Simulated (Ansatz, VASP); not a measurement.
# One calculation of W, two programs

```
W
1.0
    -1.59178    1.59178    1.56790
     1.59178   -1.59178    1.56790
     1.59178    1.59178   -1.56790
W
1
Direct
  0.00000 0.00000 0.00000
```

Change from the starting cell: strain +0.000 along x and y, -0.015 along z, atoms carried along.

Alike in both runs: task single point; functional PBE; k mesh 26 × 26 × 26; occupations gaussian, width 0.15 eV; no spin polarisation.

```csv
,VASP,Ansatz
version,VASP 6.6.1,Ansatz 0.2.0
potentials or method,"VASP PAW PBE potentials, release 64 (W_sv), cutoff 520 eV","scalar-relativistic, plane waves, PAW"
valence electrons in the cell,14,14
```

VASP gave:

```
gap on the k mesh at the Fermi level (eV)                     : none
pressure (GPa)                                                : 5.3
traceless stress, the component that is largest in VASP (GPa) : 3.26
```

Task: Estimate Ansatz's values.

Result: gap on the k mesh at the Fermi level (eV): none; pressure (GPa): 4.8; traceless stress, the component that is largest in VASP (GPa): 3.26.

A gap of «none» marks a metal or a gap that the smearing closes. With one functional, cell and mesh, what is left measures potentials, basis and numerics.

Spin-orbit coupling is off throughout.
